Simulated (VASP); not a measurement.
# Ta (R-3m) in VASP: a series of runs, part 2 of 2

VASP 6.6.1.

### Step 5. Single point, PBE

This run uses another cell than the first one, of the same volume but with other edges.

Input file INCAR:

```
ALGO = Fast
EDIFF = 1E-7
ENCUT = 520
GGA = PE
ISIF = 2
ISMEAR = 0
LASPH = T
LCHARG = F
LREAL = F
LWAVE = F
NBANDS = 12
NELM = 80
PREC = Accurate
SIGMA = 0.15
```

Input file KPOINTS:

```
k-points
0
Gamma
  22 22 22
```

Input file POSCAR:

```
Ta
1.0
   -1.0607450041      1.7064158762      1.7064158762
    1.7064158762     -1.0607450041      1.7064158762
    1.7064158762      1.7064158762     -1.0607450041
Ta
1
Direct
    0.0000000000      0.0000000000      0.0000000000
```

Potentials or basis: VASP PAW PBE potentials, release 64 (Ta_pv).

Run with:

```
> cat potpaw_PBE.64/Ta_pv/POTCAR > POTCAR
> mpirun -np 1 vasp_std > vasp.out
```

OUTCAR:

```text
EDIFF = 1E-7
   ENCUT = 520
   GGA = PE
   ISIF = 2
   ISMEAR = 0
   LASPH = T
   LREAL = F
   NELM = 80
   PREC = Accurate

 ion  position               nearest neighbor table
   1  0.000  0.000  0.000-

  LATTYP: Found a trigonal (rhomboedric) cell.
 ALAT       =     2.6360747806
 COS(alpha) =    -0.1019283746

  Lattice vectors:

 A1 = (  -1.0607450041,   1.7064158762,   1.7064158762)
 A2 = (   1.7064158762,  -1.0607450041,   1.7064158762)
 A3 = (   1.7064158762,   1.7064158762,  -1.0607450041)

Analysis of symmetry for initial positions (statically):
=====================================================================
 Subroutine PRICEL returns:
 Original cell was already a primitive cell.

 Routine SETGRP: Setting up the symmetry group for a
 trigonal (rhombohedral) supercell.

 Subroutine GETGRP returns: Found 12 space group operations
 (whereof 12 operations were pure point group operations)
 out of a pool of 12 trial point group operations.

The static configuration has the point symmetry D_3d.

Analysis of symmetry for dynamics (positions and initial velocities):
=====================================================================
 Subroutine PRICEL returns:
 Original cell was already a primitive cell.

 Routine SETGRP: Setting up the symmetry group for a
 trigonal (rhombohedral) supercell.

 Subroutine GETGRP returns: Found 12 space group operations
 (whereof 12 operations were pure point group operations)
 out of a pool of 12 trial point group operations.

The dynamic configuration has the point symmetry D_3d.

 Subroutine INISYM returns: Found 12 space group operations
 (whereof 12 operations are pure point group operations),
 and found     1 'primitive' translations

----------------------------------------------------------------------------------------

                                     Primitive cell

[... 109 lines left out ...]
  volume/ion in A,a.u.               =      18.01       121.54
  Fermi-wavevector in a.u.,A,eV,Ry     =   1.388988  2.624806 26.249534  1.929286
  Thomas-Fermi vector in A             =   2.513061
   LORBIT       =      0    0 simple, 1 ext, 2 COOP (PROOUT), +10 PAW based schemes
   GGA     = PE    functional components
   LHFCALC =     F    Hartree Fock is set to
   AEXX    =    0.0000 exact exchange contribution
   IVDW    =     0    specifies the selected vdW correction
   LEPSILON=     F    determine dielectric tensor
   LRPA    =     F    only Hartree local field effects (RPA)
 non-spin polarized calculation
 RMM-DIIS sequential band-by-band and
 Gauss-broadening in eV      SIGMA  =   0.15
  energy-cutoff  :      520.00
  volume of cell :       18.01
 maximum number of plane-waves:       506
   NGX =  9   NGY =  9   NGZ =  9

 number of electron      11.0000002 magnetization

 Free energy of the ion-electron system (eV)
  ---------------------------------------------------
  ext. energy  EPLUGINS =         0.00000000
  ---------------------------------------------------
  free energy    TOTEN  =       -10.73150421 eV

  energy without entropy =      -10.72285473  energy(sigma->0) =      -10.72717947

 E-fermi :   5.6120     XC(G=0): -12.5106

 val. band max:        5.6080209355   @ k =  -0.3636   0.3182   0.3182
 cond. band min:       5.6133612360   @ k =  -0.2273   0.1818   0.1818
 fundamental gap:      0.0053403005
 Fermi energy:         5.6120372240

 k-point     1 :       0.0000    0.0000    0.0000
  band No.  band energies     occupation
      1     -27.6180      2.00000
      2     -27.3793      2.00000
      3     -27.3793      2.00000
      4      -2.2444      2.00000
      5       2.6858      2.00000
      6       2.6858      2.00000
      7      11.8141      0.00000
      8      12.4204      0.00000
      9      12.4204      0.00000
     10      20.2807      0.00000
     11      20.4012      0.00000
     12      20.4012      0.00000
[... 331 lines left out ...]
 k-point    24 :      -0.4545    0.0455    0.0000
  band No.  band energies     occupation
      1     -29.1126      2.00000
      2     -27.4165      2.00000
      3     -27.2565      2.00000
      4       1.4564      2.00000
      5       3.6079      2.00000
      6       5.4468      1.88070
      7       8.6583      0.00000
      8       8.8734      0.00000
      9      12.6120      0.00000
     10      17.1701      0.00000
     11      20.2884      0.00000
     12      20.5580      0.00000

 [... further k-points ...]
[... 5 lines left out ...]
  --------------------------------------------------------------------------------------
  -------------------------------------------------------------------------------------
  Total        2.4850782      2.4850782      2.4850782     -1.2046924     -1.2046924     -1.2046924
  in kB      221.0693255    221.0693255    221.0693255   -107.1678683   -107.1678683   -107.1678683
  external PRESSURE =     221.0693255 kB  Pullay stress =       0.0000000 kB

 VOLUME and BASIS-vectors are now :
 -----------------------------------------------------------------------------
  energy-cutoff  :      520.00
  volume of cell :       18.01
      direct lattice vectors                 reciprocal lattice vectors
    -1.060745004  1.706415876  1.706415876    -0.099202690  0.262178539  0.262178539
     1.706415876 -1.060745004  1.706415876     0.262178539 -0.099202690  0.262178539
     1.706415876  1.706415876 -1.060745004     0.262178539  0.262178539 -0.099202690

 POSITION                                       TOTAL-FORCE (eV/Angst)
 -----------------------------------------------------------------------------------
      0.00000      0.00000      0.00000         0.000000     -0.000000     -0.000000
 -----------------------------------------------------------------------------------
    total drift:                                0.000000     -0.000000     -0.000000

  FREE ENERGIE OF THE ION-ELECTRON SYSTEM (eV)
  ---------------------------------------------------
  free  energy   TOTEN  =       -10.7315042068 eV

  energy  without entropy=      -10.7228547281  energy(sigma->0) =      -10.72717947
```

OSZICAR:

```text
N       E                     dE             d eps       ncg     rms          rms(c)
DAV:   1     0.635679155069E+02    0.63568E+02   -0.61247E+03 24656   0.874E+02
DAV:   2    -0.995973989863E+01   -0.73528E+02   -0.71321E+02 27412   0.247E+02
DAV:   3    -0.110262508521E+02   -0.10665E+01   -0.10582E+01 29312   0.281E+01
DAV:   4    -0.110291150866E+02   -0.28642E-02   -0.28639E-02 26864   0.162E+00
DAV:   5    -0.110291241621E+02   -0.90755E-05   -0.90753E-05 29240   0.886E-02    0.144E+01
RMM:   6    -0.107994457752E+02    0.22968E+00   -0.15982E-01 27056   0.332E+00    0.747E+00
RMM:   7    -0.107323649181E+02    0.67081E-01   -0.17097E-01 28431   0.347E+00    0.471E-01
RMM:   8    -0.107315663893E+02    0.79853E-03   -0.10437E-02 29624   0.984E-01    0.228E-01
RMM:   9    -0.107315075372E+02    0.58852E-04   -0.11060E-03 30952   0.363E-01    0.434E-02
RMM:  10    -0.107315081179E+02   -0.58071E-06   -0.13797E-04 31649   0.134E-01    0.157E-02
RMM:  11    -0.107315040912E+02    0.40267E-05   -0.19101E-05 31591   0.508E-02    0.473E-03
RMM:  12    -0.107315041398E+02   -0.48533E-07   -0.32495E-06 31309   0.203E-02    0.333E-03
RMM:  13    -0.107315042068E+02   -0.67047E-07   -0.73841E-07 27532   0.983E-03
   1 F= -.10731504E+02 E0= -.10727179E+02  d E =-.864948E-02
```

Wall time 60 s (1 thread of Intel Xeon 6975P-C (Granite Rapids), shared host); peak memory 0.31 GiB.

What came out:

```
Free energy            : -10.7315 eV
Pressure               : 22.1 GPa
Band gap on the k mesh : zero (an odd number of electrons rules out a gap without spin polarisation)
```

Levels at points of the mesh, in eV from the Fermi level:
```tsv
k point	band 3	band 4	band 5	band 6	band 7	band 8	band 9	band 10
(0.00, 0.00, 0.00)	-32.99	-7.86	-2.93	-2.93	6.20	6.81	6.81	14.67
(0.50, 0.00, 0.00)	-32.85	-4.15	-2.06	0.16	2.77	3.20	7.12	11.82
(0.50, 0.50, 0.00)	-32.80	-4.80	-1.75	3.32	3.98	4.75	7.23	9.92
(0.50, 0.50, 0.50)	-34.09	-3.46	-3.46	-1.49	7.35	10.14	10.14	12.03
```

Caveat: the cell stands under pressure; spin-orbit coupling is left out, which moves the levels of the heavy elements.

### Step 6. Overview

| cell | further INCAR settings | gap on the mesh (eV) | pressure (GPa) |
| --- | --- | --- | --- |
| a = 3.268 Å, angles 115.8°, 1 atom | ALGO = Fast; EDIFF = 1e-06; NBANDS = 12 | none | 72.8 |
| a = 2.972 Å, angles 112.1°, 1 atom | ALGO = Fast; EDIFF = 1e-06; NBANDS = 12 | none | 6.6 |
| a = 2.756 Å, angles 105.7°, 1 atom | ALGO = Fast; EDIFF = 1e-06; NBANDS = 12 | none | 5.9 |
| a = 2.636 Å, angles 95.9°, 1 atom | ALGO = Fast; EDIFF = 1e-07; NBANDS = 12 | none | 22.1 |

Alike in all rows: task single point; level PBE; potentials or basis VASP PAW PBE potentials, release 64 (Ta_pv); no spin polarisation; k mesh 22 × 22 × 22; cutoff (eV) 520; smearing gaussian 0.15 eV.

Caveats: the cell stands under pressure; spin-orbit coupling is left out, which moves the levels of the heavy elements; atoms lie so close that the PAW spheres overlap strongly, which falsifies energies and pressures (at least some runs).

Absolute energies hang on the potentials; compare differences alone.
